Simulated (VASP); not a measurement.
# ZnCu2 (P-3m1) in VASP: single point with PBEsol

Aim: the single point of ZnCu2 with PBEsol.

All numbers are computed with VASP 6.6.1; they aren't measurements. Logs are shortened: lines on timing, memory, paths and dates and some standing lists are left out, and cuts for length are marked.

### Step 1. The cell of the first run

It takes space group P-3m1 (No. 164, trigonal). The conventional cell has a = 2.583 Å, b = 2.583 Å, c = 6.232 Å, α = 90.00°, β = 90.00°, γ = 120.00°. Zn (site symmetry -3m) has 6 Cu at 2.58 Å and 6 Zn at 2.58 Å within 3.4 Å. Cu (site symmetry 3m) has 9 Cu at 2.52 to 2.58 Å and 3 Zn at 2.58 Å within 3.3 Å.

### Step 2. Single point, PBEsol

The input, INCAR:

```
  PREC = Accurate
  ENCUT = 520
  EDIFF = 1E-7
  ISMEAR = 0
  SIGMA = 0.1
  LREAL = False
  LASPH = True
  NELM = 100
  ALGO = Normal
  ISIF = 2
  LWAVE = False
  LCHARG = False
  GGA = PS
  NBANDS = 24
```

The input, KPOINTS:

```
Automatic mesh
0
Gamma
  18 18 8
```

The input, POSCAR:

```
ZnCu2
1.0
    2.5826679349      0.0000000000      0.0000000000
   -1.2913339675      2.2366560412      0.0000000000
    0.0000000000      0.0000000000      6.2321617384
Zn Cu
1 2
Direct
    0.0000000000      0.0000000000      0.0000000000
    0.3333333333      0.6666666667      0.6625611936
    0.6666666667      0.3333333333      0.3374388064
```

Potentials or basis: VASP PAW PBE potentials, release 64 (Zn, Cu).

Command:

```console
$ cat potpaw_PBE.64/Zn/POTCAR potpaw_PBE.64/Cu/POTCAR > POTCAR
$ mpirun -np 1 vasp_std > vasp.out
```

OUTCAR:

```text
PREC = Accurate
   ENCUT = 520
   EDIFF = 1E-7
   ISMEAR = 0
   LREAL = False
   LASPH = True
   NELM = 100
   ISIF = 2
   GGA = PS

 ion  position               nearest neighbor table
   1  0.000  0.000  0.000-   2 2.58   3 2.58   3 2.58   2 2.58   3 2.58   2 2.58
   2  0.333  0.667  0.663-   3 2.52   3 2.52   3 2.52   1 2.58   1 2.58   1 2.58
   3  0.667  0.333  0.337-   2 2.52   2 2.52   2 2.52   1 2.58   1 2.58   1 2.58

  LATTYP: Found a hexagonal cell.
 ALAT       =     2.5826679349
 C/A-ratio  =     2.4130712486

  Lattice vectors:

 A1 = (   2.5826679349,   0.0000000000,   0.0000000000)
 A2 = (  -1.2913339675,   2.2366560412,   0.0000000000)
 A3 = (   0.0000000000,   0.0000000000,   6.2321617384)

Analysis of symmetry for initial positions (statically):
=====================================================================
 Subroutine PRICEL returns:
 Original cell was already a primitive cell.

 Routine SETGRP: Setting up the symmetry group for a
 hexagonal supercell.

 Subroutine GETGRP returns: Found 12 space group operations
 (whereof 12 operations were pure point group operations)
 out of a pool of 24 trial point group operations.

The static configuration has the point symmetry D_3d.

Analysis of symmetry for dynamics (positions and initial velocities):
=====================================================================
 Subroutine PRICEL returns:
 Original cell was already a primitive cell.

 Routine SETGRP: Setting up the symmetry group for a
 hexagonal supercell.

 Subroutine GETGRP returns: Found 12 space group operations
 (whereof 12 operations were pure point group operations)
 out of a pool of 24 trial point group operations.

The dynamic configuration has the point symmetry D_3d.

 Subroutine INISYM returns: Found 12 space group operations
 (whereof 12 operations are pure point group operations),
 and found     1 'primitive' translations

----------------------------------------------------------------------------------------

                                     Primitive cell

  volume of cell :      36.0003

  direct lattice vectors                    reciprocal lattice vectors
     2.582667935  0.000000000  0.000000000     0.387196506  0.223548007  0.000000000
    -1.291333967  2.236656041  0.000000000     0.000000000  0.447096014  0.000000000
     0.000000000  0.000000000  6.232161738     0.000000000  0.000000000  0.160457967

  length of vectors
[... 77 lines left out ...]
   ICHARG =      2    charge: 1-file 2-atom 10-const
   ISPIN  =      1    spin polarized calculation?
   LNONCOLLINEAR =      F non collinear calculations
   LSORBIT =      F    spin-orbit coupling
   LASPH  =      T    aspherical Exc in radial PAW
   ENCUT  =  520.0 eV  38.22 Ry    6.18 a.u.   4.80  4.80 11.59*2*pi/ulx,y,z
   NELM   =    100;   NELMIN=  2; NELMDL= -5     # of ELM steps
   EDIFF  = 0.1E-06   stopping-criterion for ELM
   LREAL  =      F    real-space projection
   EDIFFG = 0.1E-05   stopping-criterion for IOM
   NSW    =      0    number of steps for IOM
   IBRION =     -1    ionic relax: 0-MD 1-quasi-New 2-CG
   NFREE  =      0    steps in history (QN), initial steepest desc. (CG)
   ISIF   =      2    stress and relaxation
   ISYM   =      2    0-nonsym 1-usesym 2-fastsym
   POTIM  = 0.5000    time-step for ionic-motion
   TEBEG  =    0.0;   TEEND  =   0.0 temperature during run
   PSTRESS=    0.0 pullay stress
   NELECT =      34.0000    total number of electrons
   NUPDOWN=      -1.0000    fix difference up-down
   EMIN   =  10.00;   EMAX   =-10.00  energy-range for DOS
   EFERMI =   0.00;   METHOD = LEGACY
   ISMEAR =     0;   SIGMA  =   0.10  broadening in eV -4-tet -1-fermi 0-gaus
   EFERMI_NEDOS =   21; number of points for ismear=-14 and -15
   IALGO  =     38    algorithm
   IMIX   =      4    mixing-type and parameters
     AMIX     =   0.40;   BMIX     =  1.00
     AMIX_MAG =   1.60;   BMIX_MAG =  1.00
  volume/ion in A,a.u.               =      12.00        80.98
  Fermi-wavevector in a.u.,A,eV,Ry     =   1.606198  3.035273 35.101272  2.579871
  Thomas-Fermi vector in A             =   2.702423
   LORBIT       =      0    0 simple, 1 ext, 2 COOP (PROOUT), +10 PAW based schemes
   GGA     = PS    functional components
   LHFCALC =     F    Hartree Fock is set to
   AEXX    =    0.0000 exact exchange contribution
   IVDW    =     0    specifies the selected vdW correction
   LEPSILON=     F    determine dielectric tensor
   LRPA    =     F    only Hartree local field effects (RPA)
 non-spin polarized calculation
 Gauss-broadening in eV      SIGMA  =   0.10
  energy-cutoff  :      520.00
  volume of cell :       36.00
 maximum number of plane-waves:       985
   NGX =  9   NGY =  9   NGZ = 23

 number of electron      34.0000015 magnetization

 Free energy of the ion-electron system (eV)
  ---------------------------------------------------
  ext. energy  EPLUGINS =         0.00000000
  ---------------------------------------------------
  free energy    TOTEN  =       -10.31439949 eV

  energy without entropy =      -10.31045220  energy(sigma->0) =      -10.31242584

 E-fermi :   6.4324     XC(G=0): -12.8849

 val. band max:        6.4323199615   @ k =   0.3889   0.2222   0.2500
 cond. band min:       6.4350905724   @ k =   0.4444   0.0556   0.2500
 fundamental gap:      0.0027706109
 Fermi energy:         6.4323791975

 k-point     1 :       0.0000    0.0000    0.0000
  band No.  band energies     occupation
      1      -4.2135      2.00000
      2      -2.1138      2.00000
      3      -1.3959      2.00000
      4      -1.3959      2.00000
      5      -0.8179      2.00000
      6      -0.8179      2.00000
[... 637 lines left out ...]
     23      18.5827      0.00000
     24      19.5351      0.00000

 [... further k-points ...]
[... 5 lines left out ...]
  --------------------------------------------------------------------------------------
  -------------------------------------------------------------------------------------
  Total        0.1508451      0.1508451      0.1785567     -0.0000000     -0.0000000      0.0000000
  in kB        6.7132892      6.7132892      7.9465808     -0.0000000     -0.0000000      0.0000000
  external PRESSURE =       7.1243864 kB  Pullay stress =       0.0000000 kB

 VOLUME and BASIS-vectors are now :
 -----------------------------------------------------------------------------
  energy-cutoff  :      520.00
  volume of cell :       36.00
      direct lattice vectors                 reciprocal lattice vectors
     2.582667935  0.000000000  0.000000000     0.387196506  0.223548007  0.000000000
    -1.291333967  2.236656041  0.000000000     0.000000000  0.447096014  0.000000000
     0.000000000  0.000000000  6.232161738     0.000000000  0.000000000  0.160457967

 POSITION                                       TOTAL-FORCE (eV/Angst)
 -----------------------------------------------------------------------------------
      0.00000      0.00000      0.00000        -0.000000      0.000000      0.000000
     -0.00000      1.49110      4.12919        -0.000000      0.000000     -0.013506
      1.29133      0.74555      2.10297         0.000000     -0.000000      0.013506
 -----------------------------------------------------------------------------------
    total drift:                                0.000000     -0.000000      0.000000

  FREE ENERGIE OF THE ION-ELECTRON SYSTEM (eV)
  ---------------------------------------------------
  free  energy   TOTEN  =       -10.3143994876 eV

  energy  without entropy=      -10.3104522020  energy(sigma->0) =      -10.31242584
```

stdout:

```text
POSCAR found type information on POSCAR ZnCu
 POSCAR found :  2 types and       3 ions
 scaLAPACK will be used
 -----------------------------------------------------------------------------
|                                                                             |
|                                                                             |
|     You enforced a specific xc type in the INCAR file but a different       |
|     I HOPE YOU KNOW WHAT YOU ARE DOING!                                     |
|                                                                             |
 -----------------------------------------------------------------------------

 LDA part: xc-table for (Slater+PW92), standard interpolation
 POSCAR, INCAR and KPOINTS ok, starting setup
 FFT: planning ... GRIDC
 FFT: planning ... GRID_SOFT
 FFT: planning ... GRID
 WAVECAR not read
 entering main loop
```

It took 2.4 min on 1 thread of Intel Xeon 6975P-C, shared host; peak memory 0.32 GiB.

Results:

| Property | Result |
| --- | --- |
| Free energy | -10.3144 eV |
| Pressure | 0.7 GPa |
| Largest force | 0.014 eV/Å |
| Band gap on the k mesh | zero (band 17 reaches 8.52 eV, above the bottom of band 18 at 4.30 eV) |

Forces on the atoms (eV/Å):
```
Zn   0.000  0.000  0.000
Cu   0.000  0.000 -0.014
Cu   0.000  0.000  0.014
```

Caveat: the PAW data sets were made with another functional, which shifts forces and pressure a little.
